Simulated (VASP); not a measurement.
Input of a VASP 6.6.1 run:

File INCAR:

```
SYSTEM = GePt
PREC = Accurate ; ENCUT = 520
EDIFF = 1E-6 ; ISMEAR = 0
SIGMA = 0.15 ; LREAL = .FALSE.
LASPH = .TRUE. ; NELM = 100
ALGO = Fast ; ISIF = 2
LWAVE = .FALSE. ; LCHARG = .FALSE.
GGA = PS ; NBANDS = 58
```

The input KPOINTS:

```
regular mesh
0
G
  8 10 8
  0 0 0
```

File POSCAR:

```
GePt
1.0
    5.3100553822      0.0000000000      0.0000000000
    0.0000000000      3.9778611795      0.0000000000
    0.0000000000      0.0000000000      6.0924387782
Ge Pt
4 4
Direct
    0.8151594244      0.7500000000      0.5880228802
    0.1848405756      0.2500000000      0.4119771198
    0.6848405756      0.2500000000      0.0880228802
    0.3151594244      0.7500000000      0.9119771198
    0.9992434681      0.7500000000      0.1911593673
    0.0007565319      0.2500000000      0.8088406327
    0.5007565319      0.2500000000      0.6911593673
    0.4992434681      0.7500000000      0.3088406327
```

Potentials or basis: VASP PAW PBE potentials, release 64 (Ge_d, Pt).

Launch:

```console
$ cat potpaw_PBE.64/Ge_d/POTCAR potpaw_PBE.64/Pt/POTCAR > POTCAR
$ mpirun -np 1 vasp_std > vasp.out
```

What does it give for the pressure?

3.8 GPa.

Predict the band gap on the k mesh.

zero (bands 48 and 49 overlap by 1.77 eV).

What does it give for the largest force?

0.926 eV/Å.

Stress tensor (GPa, compression positive):
```
13.19  0.00  0.00
 0.00 -6.84  0.00
 0.00  0.00  5.14
```

Caveat: the cell differs from its parent crystal (strain -0.0750 x Voigt [1, -1, 0, 0, 0, 0]); the cell stands under pressure; the PAW data sets were made with another functional, which shifts forces and pressure a little; spin-orbit coupling is left out, which moves the levels of the heavy elements.
